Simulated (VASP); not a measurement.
A run of VASP 6.6.1 is set up as follows.

File INCAR:

```
SYSTEM = ReS2
ALGO = Normal
EDIFF = 1E-7
ENCUT = 520
GGA = CA
ISIF = 2
ISMEAR = 0
LASPH = .TRUE.
LCHARG = .TRUE.
LELF = .TRUE.
LREAL = Auto
LVHAR = .TRUE.
LWAVE = .FALSE.
NBANDS = 94
NELM = 60
PREC = Accurate
SIGMA = 0.01
```

The input KPOINTS:

```
k-points
0
G
  4 4 1
  0 0 0
```

File POSCAR:

```
ReS2
1.0
    6.2972549174     -0.0070654847      0.0000000000
    3.0861432415      5.6045564456      0.0000000000
    0.0000000000      0.0000000000     23.0000000000
Re S
8 16
Direct
    0.0931258085      0.2620673088      0.3667303895
    0.2158450355      0.6363734836      0.3713807741
    0.6664648177      0.2350117718      0.3684430677
    0.6425034337      0.6637375130      0.3696195954
    0.9842559785      0.9954208944      0.6299236498
    1.1069752329      1.3697271677      0.6345739281
    1.5575975713      0.9680570451      0.6316847305
    1.5336361772      1.3967828233      0.6328612368
    0.8383393928      0.8533405160      0.3180476986
    0.2994266546      0.8847708162      0.3108254398
    0.0093764567      1.0135442823      0.4271483704
   -0.0297977459      0.5547932749      0.4368316879
    0.4707098172      1.0454922505      0.4198707105
    0.7992521269      0.3910940999      0.2936720979
    0.5093786907      0.5084636040      0.4445135562
    0.3387286229      0.3438765739      0.3013832290
    1.7293911916      1.5863022111      0.5814335615
    1.1907245034      1.6182502574      0.5741559762
    0.9006740453      1.7470235197      0.6904789618
    0.8613723867      1.2879182703      0.6999211080
    1.3617615381      1.7784539619      0.6832566039
    1.6907223514      1.1233308710      0.5567908570
    1.4008488112      1.2407004221      0.7076322696
    1.2298984829      1.0770012921      0.5644726736
```

Potentials or basis: VASP PAW LDA potentials, release 64 (Re, S).

Command:

```sh
$ cat potpaw_LDA.64/Re/POTCAR potpaw_LDA.64/S/POTCAR > POTCAR
$ mpirun -np 1 vasp_std > vasp.out
```

(1) Predict the largest force.

(2) Estimate the band gap on the k mesh.

Results:

(1) 0.174 eV/Å.

(2) 1.37 eV.

Caveat: spin-orbit coupling is left out, which moves the levels of the heavy elements.
